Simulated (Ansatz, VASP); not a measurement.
Zr2NbN3: VASP beside Ansatz

Contents of INCAR:

```
SYSTEM = Zr2NbN3
PREC = Accurate
ENCUT = 600
EDIFF = 1E-7
ISMEAR = 0
SIGMA = 0.1
LREAL = .FALSE.
LASPH = .TRUE.
NELM = 120
ALGO = Normal
ISIF = 3
LWAVE = .FALSE.
LCHARG = .FALSE.
GGA = PE
IBRION = 2
NSW = 100
EDIFFG = -0.01
GGA_COMPAT = .FALSE.
NELMIN = 4
```

The input KPOINTS:

```
Automatic mesh
0
G
  8 8 10
  0 0 0
```

Contents of POSCAR:

```
Zr2NbN3
1.0
    4.9956001572      0.0000000000      0.0000000000
    0.0000000000      4.9956001572      0.0000000000
    0.0000000000      0.0000000000      4.0664819681
Zr Nb N
2 1 3
Direct
    0.5000000000      0.0000000000      0.0000000000
    0.0000000000      0.5000000000      0.0000000000
    0.0000000000      0.0000000000      0.0000000000
    0.0000000000      0.0000000000      0.5000000000
    0.5000000000      0.5000000000      0.1598830789
    0.5000000000      0.5000000000      0.8401169211
```

Input for Ansatz:

```yaml
crystal:
  lattice:
    - [4.9956001572, 0.0, 0.0]
    - [0.0, 4.9956001572, 0.0]
    - [0.0, 0.0, 4.0664819681]
  atoms:
    - { symbol: Zr, position: [0.5, 0.0, 0.0] }
    - { symbol: Zr, position: [0.0, 0.5, 0.0] }
    - { symbol: Nb, position: [0.0, 0.0, 0.0] }
    - { symbol: "N", position: [0.0, 0.0, 0.5] }
    - { symbol: "N", position: [0.5, 0.5, 0.1598830789] }
    - { symbol: "N", position: [0.5, 0.5, 0.8401169211] }
basis:
  ecutwfc: 420
kpoints:
  mp_grid: { grid: [8, 8, 10] }
hamiltonian:
  xc: pbe
scf:
  occupations: { method: gaussian, width: 0.1 }
output:
  forces: true
  stress: true
  eigenvalues: true
  write_density: true
  write_potential: true
  elf: true
  volumetric_format: npy
relax:
  adjacent_minimum: "off"
  f_tol: 0.01
  max_steps: 80
  cell: { stress_tol: 0.05 }
```

Alike in both runs: task relaxation of cell and atoms; functional PBE; k mesh 8 × 8 × 10; occupations gaussian, width 0.1 eV; no spin polarisation.

|  | VASP | Ansatz |
| --- | --- | --- |
| version | VASP 6.6.1 | Ansatz 0.2.0 |
| potentials or method | VASP PAW PBE potentials, release 64 (Zr_sv, Nb_sv, N), cutoff 600 eV | scalar-relativistic, plane waves, PAW |
| valence electrons in the cell | 52 | 52 |

Ansatz gave:

| Quantity | Value |
| --- | --- |
| gap on the k mesh at the Fermi level, each at its own relaxed structure (eV) | none |
| relaxed volume (Å³/atom) | 17.29 |
| relaxed cell length with the largest relative difference (Å) | 4.087 |

Task: Estimate VASP's values.

Result: gap on the k mesh at the Fermi level, each at its own relaxed structure (eV): none; relaxed volume (Å³/atom): 17.25; relaxed cell length with the largest relative difference (Å): 4.084.

A gap of «none» marks a metal or a gap that the smearing closes.
